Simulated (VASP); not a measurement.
Input of a VASP 6.6.1 run:

File INCAR:

```
  PREC = Accurate
  ENCUT = 520
  EDIFF = 1E-8
  ISMEAR = -1
  SIGMA = 0.02
  LREAL = False
  LASPH = True
  NELM = 120
  ALGO = Normal
  ISIF = 2
  LWAVE = False
  LCHARG = False
  GGA = PE
  LEFG = True
  NBANDS = 16
  GGA_COMPAT = False
```

File KPOINTS:

```
regular mesh
0
Gamma
  13 13 13
```

Contents of POSCAR:

```
GaN
1.0
    0.0000000000      2.0056957488      2.0056957488
    2.0056957488      0.0000000000      2.0056957488
    2.0056957488      2.0056957488      0.0000000000
Ga N
1 1
Direct
    0.5000000000      0.5000000000      0.5000000000
    0.0000000000      0.0000000000      0.0000000000
```

Potentials or basis: VASP PAW PBE potentials, release 64 (Ga_d, N).

Run with:

```bash
$ cat potpaw_PBE.64/Ga_d/POTCAR potpaw_PBE.64/N/POTCAR > POTCAR
$ mpirun -np 1 vasp_std > vasp.out
```

Question: Estimate the band gap on the k mesh.

Answer: 1.77 eV, indirect (least direct gap 4.91 eV).

Question: Predict the pressure.

Answer: 60.9 GPa.

Caveat: without QUAD_EFG the Cq values of the log hold for a quadrupole moment of 1 mb, not for the nuclei. A k mesh can miss the band edges.
